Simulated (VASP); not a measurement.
Set up this calculation in VASP 6.6.1, as the native input.

| Quantity | Value |
| --- | --- |
| Task | single point |
| Functional | PBE |
| Potentials or basis | VASP PAW PBE potentials, release 64 (Ge_d, P) |
| Cutoff | 520 eV |
| k mesh | 4 × 4 × 4 |
| Occupations | gaussian, width 0.1 eV |
| Spin | no spin polarisation |
| Dipole correction | no |
| Further INCAR settings | ALGO = Normal; EDIFF = 1e-07; NBANDS = 24 |

The structure of Ge2P lies in POSCAR:

```
Ge2P
1.0
    4.2989343800      0.0000000000      0.0000000000
    0.0000000000      4.2989343800      0.0000000000
    0.0000000000      0.0000000000      3.7564702300
Ge P
2 1
Direct
    0.0000000000      0.5000000000      0.0000000000
    0.5000000000      0.0000000000      0.0000000000
    0.0000000000      0.0000000000      0.0000000000
```

The cell was built from a structure type or drawn by symmetry, and may not be a known phase.

The input as run:

INCAR

```
SYSTEM = Ge2P
PREC     = Accurate       ! precision mode
ENCUT    = 520            ! plane-wave cutoff, eV
EDIFF    = 1E-7           ! SCF threshold, eV
ISMEAR   = 0              ! smearing method
SIGMA    = 0.1            ! smearing width, eV
LREAL    = .FALSE.        ! projectors in reciprocal space
LASPH    = .TRUE.         ! aspherical terms in the spheres
NELM     = 100            ! most SCF steps
ALGO     = Normal         ! electronic algorithm
ISIF     = 2              ! what is computed and relaxed
LWAVE    = .FALSE.        ! write WAVECAR
LCHARG   = .FALSE.        ! write CHGCAR
GGA      = PE             ! functional
NBANDS   = 24             ! bands
```

KPOINTS

```
regular mesh
0
G
  4 4 4
  0 0 0
```

Potentials or basis: VASP PAW PBE potentials, release 64 (Ge_d, P).

Launch:

```sh
$ cat potpaw_PBE.64/Ge_d/POTCAR potpaw_PBE.64/P/POTCAR > POTCAR
$ mpirun -np 1 vasp_std > vasp.out
```

It gave:

```
Pressure               : 19.5 GPa
Band gap on the k mesh : zero (an odd number of electrons rules out a gap without spin polarisation)
```

Caveat: the k points lie up to 0.42 Å⁻¹ apart, too coarse for converged energies and pressures of a metal.

It took 48 s on 1 thread of Intel Xeon 8259CL, on a shared host, peak memory 0.18 GiB.
